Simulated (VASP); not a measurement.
Write the native input for VASP 6.6.1 that does the following.

| Property | Result |
| --- | --- |
| Task | electric field gradients |
| Functional | PBE |
| Potentials or basis | VASP PAW PBE potentials, release 64 (Ir) |
| Cutoff | 520 eV |
| k mesh | 15 × 15 × 15 |
| Occupations | fermi-dirac, width 0.05 eV |
| Spin | no spin polarisation |
| Dipole correction | no |
| Further INCAR settings | ALGO = Normal; EDIFF = 1e-08; NBANDS = 10 |

The structure of Ir lies in POSCAR:

```
Ir
1.0
    0.0000000000      1.9197000000      1.9580940000
    1.9197000000      0.0000000000      1.9580940000
    1.9197000000      1.9197000000      0.0000000000
Ir
1
Direct
    0.0000000000      0.0000000000      0.0000000000
```

This cell differs from its parent crystal: zz strain of +2 %.

One way to write it, as run:

INCAR

```
SYSTEM = Ir
PREC = Accurate ; ENCUT = 520
EDIFF = 1E-8 ; ISMEAR = -1
SIGMA = 0.05 ; LREAL = .FALSE.
LASPH = .TRUE. ; NELM = 80
ALGO = Normal ; ISIF = 2
LWAVE = .FALSE. ; LCHARG = .FALSE.
GGA = PE ; LEFG = .TRUE.
NBANDS = 10
```

KPOINTS

```
regular mesh
0
G
  15 15 15
  0 0 0
```

Potentials or basis: VASP PAW PBE potentials, release 64 (Ir).

Run with:

```bash
$ cat potpaw_PBE.64/Ir/POTCAR > POTCAR
$ mpirun -np 1 vasp_std > vasp.out
```

It gave:

```yaml
Pressure: 2.1 GPa
```

Caveat: the cell differs from its parent crystal (zz strain of +2 %); without QUAD_EFG the Cq values of the log hold for a quadrupole moment of 1 mb, not for the nuclei.

Run time: 21 s on 1 thread of Intel(R) Xeon(R) Platinum 8375C CPU @ 2.90GHz (Ice Lake) (shared host), peak memory 0.16 GiB.
